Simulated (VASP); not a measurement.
Cu: electric field gradients with PBE

Cu:

```
CELL_PARAMETERS angstrom
0.00000 1.84295 1.84295
1.84295 0.00000 1.84295
1.84295 1.84295 0.00000
ATOMIC_POSITIONS crystal
Cu 0.00000 0.00000 0.00000
```

This cell differs from its parent crystal: volume scaled by 1.06.

- Program: VASP 6.6.1
- Task: electric field gradients
- Functional: PBE
- Potentials or basis: VASP PAW PBE potentials, release 64 (Cu)
- Cutoff: 520 eV
- k mesh: 19 × 19 × 19
- Occupations: fermi-dirac, width 0.08 eV
- Spin: no spin polarisation
- Dipole correction: no
- Further INCAR settings: ALGO = Normal; EDIFF = 1e-08; NBANDS = 12

| Item | Value |
| --- | --- |
| Pressure | -5.3 GPa |

Levels at points of the mesh, in eV from the Fermi level:
```
           k point  band 2  band 3  band 4  band 5  band 6  band 7  band 8  band 9  band 10  band 11
(0.00, 0.00, 0.00)   -2.89   -2.89   -2.89   -2.14   -2.14   22.09   24.29   24.29    24.29    26.75
```

Wall time 18 s on 1 thread of Intel(R) Xeon(R) 6975P-C (Granite Rapids), with other jobs on the host, peak memory 0.14 GiB.

Caveat: without QUAD_EFG the Cq values of the log hold for a quadrupole moment of 1 mb, not for the nuclei.
